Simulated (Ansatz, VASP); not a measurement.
**Two plane-wave programs on TiO2**

The input INCAR:

```
PREC = Accurate
ENCUT = 520
EDIFF = 1E-7
ISMEAR = 0
SIGMA = 0.05
LREAL = False
LASPH = True
NELM = 150
ALGO = Normal
ISIF = 2
LWAVE = False
LCHARG = False
LMAXMIX = 4
LDAU = True
LDAUTYPE = 2
LDAUL = 2 -1
LDAUU = 4 0
LDAUJ = 0 0
LDAUPRINT = 1
GGA = PE
IVDW = 12
NBANDS = 19
```

Contents of KPOINTS:

```
Automatic mesh
0
Gamma
  9 9 9
```

Contents of POSCAR:

```
TiO2
1.0
    1.6093500000      0.9291586557      4.8951988906
   -1.6093500000      0.9291586557      4.8951988906
    0.0000000000     -1.8583173115      4.8951988906
Ti O
1 2
Direct
    0.0000000000      0.0000000000      0.0000000000
    0.6017580785      0.6017580785      0.6017580785
    0.3982419215      0.3982419215      0.3982419215
```

Input for Ansatz:

```yaml
crystal:
  lattice:
    - [1.60935, 0.9291586557, 4.8951988906]
    - [-1.60935, 0.9291586557, 4.8951988906]
    - [0.0, -1.8583173115, 4.8951988906]
  atoms:
    - { symbol: Ti, position: [0.0, 0.0, 0.0] }
    - { symbol: O, position: [0.6017580785, 0.6017580785, 0.6017580785] }
    - { symbol: O, position: [0.3982419215, 0.3982419215, 0.3982419215] }
basis:
  ecutwfc: 520.0
kpoints:
  mp_grid: { grid: [9, 9, 9] }
hamiltonian:
  xc: pbe
  pseudopotentials: { kind: paw, azcp: { folder: soft_1 } }
  dispersion: d3bj
  hubbard: { sites: [{ species: Ti, l: d, u_eff: 4.0 }] }
scf:
  occupations: { method: gaussian, width: 0.05 }
output:
  forces: true
  stress: true
  eigenvalues: true
```

Alike in both runs: task single point; functional PBE; dispersion D3(BJ); k mesh 9 × 9 × 9; occupations gaussian, width 0.05 eV; no spin polarisation; Hubbard terms Ti d U = 4.0 eV.

|  | VASP | Ansatz |
| --- | --- | --- |
| version | VASP 6.6.1 | Ansatz 0.2.0 |
| potentials or method | VASP PAW PBE potentials, release 64 (Ti_sv, O), cutoff 520 eV | scalar-relativistic, plane waves, PAW |
| valence electrons in the cell | 24 | 24 |

Ansatz gave:

```
gap on the k mesh at the Fermi level (eV)                     : 2.35
least direct gap on the mesh (eV)                             : 2.57
pressure (GPa)                                                : -20.6
traceless stress, the component that is largest in VASP (GPa) : 12.28
rms of the force components (eV/Å)                            : 0.599
```

Task: Which values does VASP return?

Result: gap on the k mesh at the Fermi level (eV): 2.38; least direct gap on the mesh (eV): 2.60; pressure (GPa): -18.9; traceless stress, the component that is largest in VASP (GPa): 12.13; rms of the force components (eV/Å): 0.482.

The programs project onto different local orbitals, so the same U acts differently, and such runs can settle in different states. Atom by atom the forces differ by 0.118 eV/Å (rms over components).
